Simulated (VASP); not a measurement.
# Ga3BAs2 (P6/mmm) in VASP: a series of runs

Ga3BAs2 is run at these levels: PBE; tasks: single point, relaxation of cell and atoms.

Program: VASP 6.6.1. These are calculated values, not measurements. Logs are shortened: lines on timing, memory, paths and dates and some standing lists are left out, and cuts for length are marked.

## 1. The cell of the first run

The structure is hexagonal, space group P6/mmm (No. 191). The conventional cell has a = 5.946 Å, b = 5.946 Å, c = 3.406 Å, α = 90.00°, β = 90.00°, γ = 120.00°. Ga (site symmetry mmm) has 4 As at 2.42 Å and 4 Ga at 2.97 Å within 3.2 Å. B (site symmetry 6/mmm) has 2 B at 3.41 Å and 12 Ga at 3.43 Å and 6 As at 3.43 Å within 4.5 Å. Within 3.2 Å of As (site symmetry -6m2) lie 6 Ga at 2.42 Å.

The cell was generated, and may not be a known phase.

## 2. Single point, PBE

INCAR reads:

```
PREC = Accurate
ENCUT = 520
EDIFF = 1E-6
ISMEAR = 0
SIGMA = 0.1
LREAL = F
LASPH = T
NELM = 60
ALGO = Normal
ISIF = 2
LWAVE = F
LCHARG = F
GGA = PE
NBANDS = 35
```

KPOINTS reads:

```
regular mesh
0
Gamma
  3 3 6
```

POSCAR reads:

```
Ga3BAs2
1.0
    5.9462690300      0.0000000000      0.0000000000
   -2.9731345200      5.1496200400      0.0000000000
    0.0000000000      0.0000000000      3.4063883000
Ga B As
3 1 2
Direct
    0.5000000000      0.0000000000      0.5000000000
    0.5000000000      0.5000000000      0.5000000000
    0.0000000000      0.5000000000      0.5000000000
    0.0000000000      0.0000000000      0.0000000000
    0.3333333300      0.6666666700      0.0000000000
    0.6666666700      0.3333333300      0.0000000000
```

Potentials or basis: VASP PAW PBE potentials, release 64 (Ga_d, B, As).

Run with:

```
cat potpaw_PBE.64/Ga_d/POTCAR potpaw_PBE.64/B/POTCAR potpaw_PBE.64/As/POTCAR > POTCAR
mpirun -np 1 vasp_std > vasp.out
```

OUTCAR:

```text
PREC = Accurate
   ENCUT = 520
   EDIFF = 1E-6
   ISMEAR = 0
   LREAL = F
   LASPH = T
   NELM = 60
   ISIF = 2
   GGA = PE

 ion  position               nearest neighbor table
   1  0.500  0.000  0.500-   5 2.42   6 2.42   5 2.42   6 2.42
   2  0.500  0.500  0.500-   5 2.42   6 2.42   5 2.42   6 2.42
   3  0.000  0.500  0.500-   5 2.42   6 2.42   5 2.42   6 2.42
   4  0.000  0.000  0.000-
   5  0.333  0.667  0.000-   3 2.42   3 2.42   1 2.42   1 2.42   2 2.42   2 2.42
   6  0.667  0.333  0.000-   3 2.42   3 2.42   1 2.42   1 2.42   2 2.42   2 2.42

  LATTYP: Found a hexagonal cell.
 ALAT       =     5.9462690300
 C/A-ratio  =     0.5728614502

  Lattice vectors:

 A1 = (   5.9462690300,   0.0000000000,   0.0000000000)
 A2 = (  -2.9731345200,   5.1496200400,   0.0000000000)
 A3 = (   0.0000000000,   0.0000000000,   3.4063883000)

Analysis of symmetry for initial positions (statically):
=====================================================================
 Subroutine PRICEL returns:
 Original cell was already a primitive cell.

 Routine SETGRP: Setting up the symmetry group for a
 hexagonal supercell.

 Subroutine GETGRP returns: Found 24 space group operations
 (whereof 24 operations were pure point group operations)
 out of a pool of 24 trial point group operations.

The static configuration has the point symmetry D_6h.

Analysis of symmetry for dynamics (positions and initial velocities):
=====================================================================
 Subroutine PRICEL returns:
 Original cell was already a primitive cell.

 Routine SETGRP: Setting up the symmetry group for a
 hexagonal supercell.

 Subroutine GETGRP returns: Found 24 space group operations
 (whereof 24 operations were pure point group operations)
 out of a pool of 24 trial point group operations.

The dynamic configuration has the point symmetry D_6h.

 Subroutine INISYM returns: Found 24 space group operations
 (whereof 24 operations are pure point group operations),
 and found     1 'primitive' translations

----------------------------------------------------------------------------------------

                                     Primitive cell

  volume of cell :     104.3071

  direct lattice vectors                    reciprocal lattice vectors
     5.946269030  0.000000000  0.000000000     0.168172680  0.097094542  0.000000000
    -2.973134520  5.149620040  0.000000000     0.000000000  0.194189084  0.000000000
     0.000000000  0.000000000  3.406388300     0.000000000  0.000000000  0.293566062

  length of vectors
     5.946269030  5.946269034  3.406388300     0.194189084  0.194189084  0.293566062

  position of ions in fractional coordinates (direct lattice)
     0.500000000  0.000000000  0.500000000
     0.500000000  0.500000000  0.500000000
     0.000000000  0.500000000  0.500000000
     0.000000000  0.000000000  0.000000000
     0.333333330  0.666666670  0.000000000
     0.666666670  0.333333330  0.000000000

  ion indices of the primitive-cell ions
   primitive index   ion index
                 1           1
                 2           2
                 3           3
                 4           4
                 5           5
                 6           6

----------------------------------------------------------------------------------------

 KPOINTS: regular mesh

Automatic generation of k-mesh.
 Grid dimensions read from file:
 generate k-points for:    3    3    6

 Generating k-lattice:

  Cartesian coordinates                     Fractional coordinates (reciprocal lattice)
     0.056057560  0.032364847  0.000000000     0.333333333  0.000000000  0.000000000
     0.000000000  0.064729695  0.000000000     0.000000000  0.333333333  0.000000000
     0.000000000  0.000000000  0.048927677     0.000000000  0.000000000  0.166666667

  Length of vectors
     0.064729695  0.064729695  0.048927677

  Shift w.r.t. Gamma in fractional coordinates (k-lattice)
     0.000000000  0.000000000  0.000000000

 Subroutine IBZKPT returns following result:
 ===========================================

 Found     12 irreducible k-points:

 Following reciprocal coordinates:
            Coordinates               Weight
  0.000000  0.000000  0.000000      1.000000
  0.333333  0.000000  0.000000      6.000000
  0.333333  0.333333  0.000000      2.000000
  0.000000  0.000000  0.166667      2.000000
  0.333333  0.000000  0.166667     12.000000
  0.333333  0.333333  0.166667      4.000000
  0.000000  0.000000  0.333333      2.000000
  0.333333  0.000000  0.333333     12.000000
  0.333333  0.333333  0.333333      4.000000
  0.000000  0.000000  0.500000      1.000000
  0.333333  0.000000  0.500000      6.000000
  0.333333  0.333333  0.500000      2.000000
   k-points           NKPTS =     12   k-points in BZ     NKDIM =     12   number of bands    NBANDS=     35
   number of dos      NEDOS =    301   number of ions     NIONS =      6
   total plane-waves  NPLWV =  64512
   dimension x,y,z NGX =    48 NGY =   48 NGZ =   28
   dimension x,y,z NGXF=    96 NGYF=   96 NGZF=   56
   ions per type =               3   1   2
   NGX,Y,Z   is equivalent  to a cutoff of  13.42, 13.42, 13.67 a.u.
   NGXF,Y,Z  is equivalent  to a cutoff of  26.84, 26.84, 27.33 a.u.
 SYSTEM =  unknown system
   PREC   = accura    normal or accurate (medium, high low for compatibility)
   ISTART =      0    job   : 0-new  1-cont  2-samecut
   ICHARG =      2    charge: 1-file 2-atom 10-const
   ISPIN  =      1    spin polarized calculation?
   LNONCOLLINEAR =      F non collinear calculations
   LSORBIT =      F    spin-orbit coupling
   LASPH  =      T    aspherical Exc in radial PAW
   ENCUT  =  520.0 eV  38.22 Ry    6.18 a.u.  11.06 11.06  6.33*2*pi/ulx,y,z
   NELM   =     60;   NELMIN=  2; NELMDL= -5     # of ELM steps
   EDIFF  = 0.1E-05   stopping-criterion for ELM
   LREAL  =      F    real-space projection
   EDIFFG = 0.1E-04   stopping-criterion for IOM
   NSW    =      0    number of steps for IOM
   IBRION =     -1    ionic relax: 0-MD 1-quasi-New 2-CG
   NFREE  =      0    steps in history (QN), initial steepest desc. (CG)
   ISIF   =      2    stress and relaxation
   ISYM   =      2    0-nonsym 1-usesym 2-fastsym
   POTIM  = 0.5000    time-step for ionic-motion
   TEBEG  =    0.0;   TEEND  =   0.0 temperature during run
   PSTRESS=    0.0 pullay stress
   NELECT =      52.0000    total number of electrons
   NUPDOWN=      -1.0000    fix difference up-down
   EMIN   =  10.00;   EMAX   =-10.00  energy-range for DOS
   EFERMI =   0.00;   METHOD = LEGACY
   ISMEAR =     0;   SIGMA  =   0.10  broadening in eV -4-tet -1-fermi 0-gaus
   EFERMI_NEDOS =   21; number of points for ismear=-14 and -15
   IALGO  =     38    algorithm
   IMIX   =      4    mixing-type and parameters
     AMIX     =   0.40;   BMIX     =  1.00
     AMIX_MAG =   1.60;   BMIX_MAG =  1.00
  volume/ion in A,a.u.               =      17.38       117.32
  Fermi-wavevector in a.u.,A,eV,Ry     =   1.298090  2.453034 22.926313  1.685036
  Thomas-Fermi vector in A             =   2.429440
   LORBIT       =      0    0 simple, 1 ext, 2 COOP (PROOUT), +10 PAW based schemes
   GGA     = PE    functional components
   LHFCALC =     F    Hartree Fock is set to
   AEXX    =    0.0000 exact exchange contribution
   IVDW    =     0    specifies the selected vdW correction
   LEPSILON=     F    determine dielectric tensor
   LRPA    =     F    only Hartree local field effects (RPA)
 non-spin polarized calculation
 Gauss-broadening in eV      SIGMA  =   0.10
  energy-cutoff  :      520.00
  volume of cell :      104.31
 maximum number of plane-waves:      2841
 NGX is ok and might be reduce to    48
   NGX = 23   NGY = 23   NGZ = 13

 number of electron      52.0000014 magnetization

 Free energy of the ion-electron system (eV)
  ---------------------------------------------------
  ext. energy  EPLUGINS =         0.00000000
  ---------------------------------------------------
  free energy    TOTEN  =       -17.36346438 eV

  energy without entropy =      -17.33572660  energy(sigma->0) =      -17.34959549

 E-fermi :   5.9735     XC(G=0): -10.6809

 val. band max:        5.9641388602   @ k =   0.0000   0.0000   0.0000
 cond. band min:       5.9838231831   @ k =   0.3333   0.0000   0.1667
 fundamental gap:      0.0196843229
 Fermi energy:         5.9735034432

 k-point     1 :       0.0000    0.0000    0.0000
  band No.  band energies     occupation
      1     -10.3443      2.00000
      2      -9.8388      2.00000
      3      -9.7507      2.00000
      4      -9.7298      2.00000
      5      -9.7298      2.00000
      6      -9.6474      2.00000
[... 27 lines left out ...]
     34      10.8767      0.00000
     35      11.1943      0.00000

 k-point     2 :       0.3333    0.0000    0.0000
  band No.  band energies     occupation
      1     -10.1564      2.00000
      2      -9.7922      2.00000
      3      -9.7445      2.00000
      4      -9.7245      2.00000
      5      -9.6990      2.00000
      6      -9.6657      2.00000
[... 27 lines left out ...]
     34      11.1171      0.00000
     35      11.5803      0.00000

 k-point     3 :       0.3333    0.3333    0.0000
  band No.  band energies     occupation
      1      -9.9219      2.00000
      2      -9.9219      2.00000
      3      -9.7271      2.00000
      4      -9.7271      2.00000
      5      -9.6953      2.00000
      6      -9.6832      2.00000
[... 27 lines left out ...]
     34      10.5227      0.00000
     35      12.7187      0.00000
[... 267 lines left out ...]
 k-point    11 :       0.3333    0.0000    0.5000
  band No.  band energies     occupation
      1     -10.1581      2.00000
      2      -9.8512      2.00000
      3      -9.8384      2.00000
      4      -9.7026      2.00000
      5      -9.7022      2.00000
      6      -9.6498      2.00000
[... 27 lines left out ...]
     34      11.9522      0.00000
     35      13.0440      0.00000

 k-point    12 :       0.3333    0.3333    0.5000
  band No.  band energies     occupation
      1     -10.0193      2.00000
      2     -10.0193      2.00000
      3      -9.7268      2.00000
      4      -9.7268      2.00000
      5      -9.6870      2.00000
      6      -9.6805      2.00000
[... 27 lines left out ...]
     34       9.9589      0.00000
     35      11.2197      0.00000

------------------------ aborting loop because EDIFF is reached ----------------------------------------

  FORCE on cell =-STRESS in cart. coord.  units (eV):
  Direction    XX          YY          ZZ          XY          YZ          ZX
  --------------------------------------------------------------------------------------
  -------------------------------------------------------------------------------------
  Total       12.8708120     12.8708120     16.7871009     -0.0000000     -0.0000000      0.0000000
  in kB      197.6981643    197.6981645    257.8531194     -0.0000002     -0.0000000      0.0000000
  external PRESSURE =     217.7498161 kB  Pullay stress =       0.0000000 kB

 VOLUME and BASIS-vectors are now :
 -----------------------------------------------------------------------------
  energy-cutoff  :      520.00
  volume of cell :      104.31
      direct lattice vectors                 reciprocal lattice vectors
     5.946269030  0.000000000  0.000000000     0.168172680  0.097094542  0.000000000
    -2.973134520  5.149620040  0.000000000     0.000000000  0.194189084  0.000000000
     0.000000000  0.000000000  3.406388300     0.000000000  0.000000000  0.293566062

 POSITION                                       TOTAL-FORCE (eV/Angst)
 -----------------------------------------------------------------------------------
      2.97313      0.00000      1.70319         0.000000      0.000000      0.000000
      1.48657      2.57481      1.70319        -0.000000      0.000000      0.000000
     -1.48657      2.57481      1.70319         0.000000      0.000000      0.000000
      0.00000      0.00000      0.00000        -0.000000      0.000000      0.000000
     -0.00000      3.43308      0.00000        -0.000000      0.000000      0.000000
      2.97313      1.71654      0.00000         0.000000     -0.000000      0.000000
 -----------------------------------------------------------------------------------
    total drift:                                0.000000      0.000000     -0.000000

  FREE ENERGIE OF THE ION-ELECTRON SYSTEM (eV)
  ---------------------------------------------------
  free  energy   TOTEN  =       -17.3634643752 eV

  energy  without entropy=      -17.3357265965  energy(sigma->0) =      -17.34959549
```

It took 48 s on 1 thread of Intel Xeon Platinum 8259CL at 2.50GHz (Skylake/Cascade Lake), shared host; peak memory 0.25 GiB.

What came out:

```
Free energy            : -17.3635 eV
Pressure               : 21.8 GPa
Band gap on the k mesh : zero (bands 26 and 27 overlap by 1.96 eV)
```

Levels at points of the mesh, in eV from the Fermi level:
```
           k point  band 23  band 24  band 25  band 26  band 27  band 28
(0.00, 0.00, 0.00)    -3.23    -0.56    -0.01     0.80     0.80     2.74
(0.00, 0.00, 0.50)    -4.21    -4.21    -1.92    -1.92    -1.01    -1.01
```

Caveat: the k points lie up to 0.41 Å⁻¹ apart, too coarse for converged energies and pressures of a metal.

(Continued in part 2 of 2.)

The gap in the log of VASP goes by the Fermi energy; the results here count the filled bands.